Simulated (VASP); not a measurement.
Write the native input for VASP 6.6.1 that does the following.

* Task: single point
* Functional: PBE
* Potentials or basis: VASP PAW PBE potentials, release 64 (B, N)
* Cutoff: 520 eV
* k mesh: 12 × 12 × 4
* Occupations: gaussian, width 0.02 eV
* Spin: no spin polarisation
* Dipole correction: no
* Further INCAR settings: ALGO = Normal; EDIFF = 1e-06; NBANDS = 16

The structure of BN lies in POSCAR:

```
BN
1.0
    2.5121913017      0.0000000000      0.0000000000
   -1.2560956508      2.1756214864      0.0000000000
    0.0000000000      0.0000000000      8.3340611808
B N
2 2
Direct
    0.6666666667      0.3333333333      0.2500000000
    0.3333333333      0.6666666667      0.7500000000
    0.3333333333      0.6666666667      0.2500000000
    0.6666666667      0.3333333333      0.7500000000
```

The input as run:

INCAR

```
SYSTEM = BN
ALGO = Normal
EDIFF = 1E-6
ENCUT = 520
GGA = PE
ISIF = 2
ISMEAR = 0
LASPH = .TRUE.
LCHARG = .FALSE.
LREAL = .FALSE.
LWAVE = .FALSE.
NBANDS = 16
NELM = 60
PREC = Accurate
SIGMA = 0.02
```

KPOINTS

```
k-points
0
G
  12 12 4
  0 0 0
```

Potentials or basis: VASP PAW PBE potentials, release 64 (B, N).

The run is started by

```sh
$ cat potpaw_PBE.64/B/POTCAR potpaw_PBE.64/N/POTCAR > POTCAR
$ mpirun -np 1 vasp_std > vasp.out
```

Results of the run:

The pressure is 0.1 GPa and the band gap on the k mesh is 4.40 eV, indirect (least direct gap 4.66 eV).

Caveat: this functional lacks dispersion, which binds the layers, so the pressure and a relaxed spacing across them are unreliable.

Run time: 16 s on 1 thread of Intel(R) Xeon(R) 6975P-C (Granite Rapids) (shared host), peak memory 0.17 GiB.
